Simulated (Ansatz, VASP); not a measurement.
## La4C3 in VASP and in Ansatz

Contents of INCAR:

```
PREC = Accurate ; ENCUT = 520
EDIFF = 1E-7 ; ISMEAR = 0
SIGMA = 0.1 ; LREAL = F
LASPH = T ; NELM = 60
ALGO = Normal ; ISIF = 2
LWAVE = F ; LCHARG = F
GGA = PE ; NBANDS = 37
```

File KPOINTS:

```
regular mesh
0
Gamma
  4 4 4
```

Contents of POSCAR:

```
La4C3
1.0
    5.4490431900      0.0000000000      0.0000000000
    0.0000000000      5.4490431900      0.0000000000
    0.0000000000      0.0000000000      5.4490431900
La C
4 3
Direct
    0.5000000000      0.0000000000      0.0000000000
    0.0000000000      0.5000000000      0.0000000000
    0.0000000000      0.0000000000      0.5000000000
    0.0000000000      0.0000000000      0.0000000000
    0.0000000000      0.5000000000      0.5000000000
    0.5000000000      0.0000000000      0.5000000000
    0.5000000000      0.5000000000      0.0000000000
```

Input for Ansatz:

```yaml
crystal:
  lattice:
    - [5.44904319, 0.0, 0.0]
    - [0.0, 5.44904319, 0.0]
    - [0.0, 0.0, 5.44904319]
  atoms:
    - { symbol: La, position: [0.5, 0.0, 0.0] }
    - { symbol: La, position: [0.0, 0.5, 0.0] }
    - { symbol: La, position: [0.0, 0.0, 0.5] }
    - { symbol: La, position: [0.0, 0.0, 0.0] }
    - { symbol: C, position: [0.0, 0.5, 0.5] }
    - { symbol: C, position: [0.5, 0.0, 0.5] }
    - { symbol: C, position: [0.5, 0.5, 0.0] }
basis:
  ecutwfc: 420
kpoints:
  mp_grid: { grid: [4, 4, 4] }
hamiltonian:
  xc: pbe
scf:
  occupations: { method: gaussian, width: 0.1 }
  lower_state_search: "off"
output:
  forces: true
  stress: true
  eigenvalues: true
```

Alike in both runs: task single point; functional PBE; k mesh 4 × 4 × 4; occupations gaussian, width 0.1 eV; no spin polarisation.

|  | VASP | Ansatz |
| --- | --- | --- |
| version | VASP 6.6.1 | Ansatz 0.2.0 |
| potentials or method | VASP PAW PBE potentials, release 64 (La, C), cutoff 520 eV | scalar-relativistic, plane waves, PAW |
| valence electrons in the cell | 56 | 56 |

```csv
,VASP,Ansatz,Ansatz less VASP
gap on the k mesh at the Fermi level (eV),none,none,-
pressure (GPa),7.4,7.5,+0.12
```

A gap of «none» marks a metal or a gap that the smearing closes. The functional is the same, so the differences come from potentials, cutoffs and numerics.

Neither program's run includes spin-orbit coupling.
